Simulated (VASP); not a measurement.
Wanted: the native input for a VASP 6.6.1 run.

| Quantity | Value |
| --- | --- |
| Task | single point |
| Functional | PBEsol |
| Potentials or basis | VASP PAW PBE potentials, release 64 (Ca_sv) |
| Cutoff | 520 eV |
| k mesh | 16 × 16 × 16 |
| Occupations | gaussian, width 0.15 eV |
| Spin | no spin polarisation |
| Dipole correction | no |
| Further INCAR settings | ALGO = Fast; EDIFF = 1e-06; NBANDS = 11 |

The structure of Ca lies in POSCAR:

```
Ca
1.0
   -2.3296000000      2.3296000000      2.2400000000
    2.3296000000     -2.3296000000      2.2400000000
    2.3296000000      2.3296000000     -2.2400000000
Ca
1
Direct
    0.0000000000      0.0000000000      0.0000000000
```

This cell differs from its parent crystal: strain +0.040 along x and y, +0.000 along z.

The input as run:

INCAR

```
  PREC = Accurate
  ENCUT = 520
  EDIFF = 1E-6
  ISMEAR = 0
  SIGMA = 0.15
  LREAL = F
  LASPH = T
  NELM = 80
  ALGO = Fast
  ISIF = 2
  LWAVE = F
  LCHARG = F
  GGA = PS
  NBANDS = 11
```

KPOINTS

```
Automatic mesh
0
Gamma
  16 16 16
```

Potentials or basis: VASP PAW PBE potentials, release 64 (Ca_sv).

Run with:

```bash
$ cat potpaw_PBE.64/Ca_sv/POTCAR > POTCAR
$ mpirun -np 1 vasp_std > vasp.out
```

It gave:

The pressure is -2.4 GPa and the band gap on the k mesh is zero (band 5 reaches 1.73 eV, above the bottom of band 6 at 1.22 eV).

Caveat: the cell differs from its parent crystal (strain +0.040 along x and y, +0.000 along z); the PAW data sets were made with another functional, which shifts forces and pressure a little.

Wall time 78 s on 1 thread of Intel(R) Xeon(R) 6975P-C (Granite Rapids), with other jobs on the host, peak memory 0.3 GiB.
